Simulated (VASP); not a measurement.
Wanted: the native input for a VASP 6.6.1 run.

* Task: single point
* Functional: PBE
* Potentials or basis: VASP PAW PBE potentials, release 64 (Zr_sv, C)
* Cutoff: 520 eV
* k mesh: 20 × 20 × 20
* Occupations: gaussian, width 0.1 eV
* Spin: no spin polarisation
* Dipole correction: no
* Further INCAR settings: ALGO = Normal; EDIFF = 1e-07; NBANDS = 15

The structure of ZrC lies in POSCAR:

```
ZrC
1.0
    0.0000000000      2.3543926388      2.3543926388
    2.3543926388      0.0000000000      2.3543926388
    2.3543926388      2.3543926388      0.0000000000
Zr C
1 1
Direct
    0.0000000000      0.0000000000      0.0000000000
    0.5000000000      0.5000000000      0.5000000000
```

The cell was generated, and may not be a known phase.

These files were run (other wordings do the same):

INCAR

```
ALGO     = Normal         # electronic algorithm
EDIFF    = 1E-7           # SCF threshold, eV
ENCUT    = 520            # plane-wave cutoff, eV
GGA      = PE             # functional
ISIF     = 2              # what is computed and relaxed
ISMEAR   = 0              # smearing method
LASPH    = True           # aspherical terms in the spheres
LCHARG   = False          # write CHGCAR
LREAL    = False          # projectors in reciprocal space
LWAVE    = False          # write WAVECAR
NBANDS   = 15             # bands
NELM     = 60             # most SCF steps
PREC     = Accurate       # precision mode
SIGMA    = 0.1            # smearing width, eV
```

KPOINTS

```
k-points
0
Gamma
  20 20 20
```

Potentials or basis: VASP PAW PBE potentials, release 64 (Zr_sv, C).

Command:

```bash
$ cat potpaw_PBE.64/Zr_sv/POTCAR potpaw_PBE.64/C/POTCAR > POTCAR
$ mpirun -np 1 vasp_std > vasp.out
```

Results of the run:

```
Pressure               : 0.2 GPa
Band gap on the k mesh : zero (bands 8 and 9 overlap by 1.31 eV)
```

Run time: 3.2 min on 1 thread of Intel Xeon 8259CL, on a shared host, peak memory 0.24 GiB.
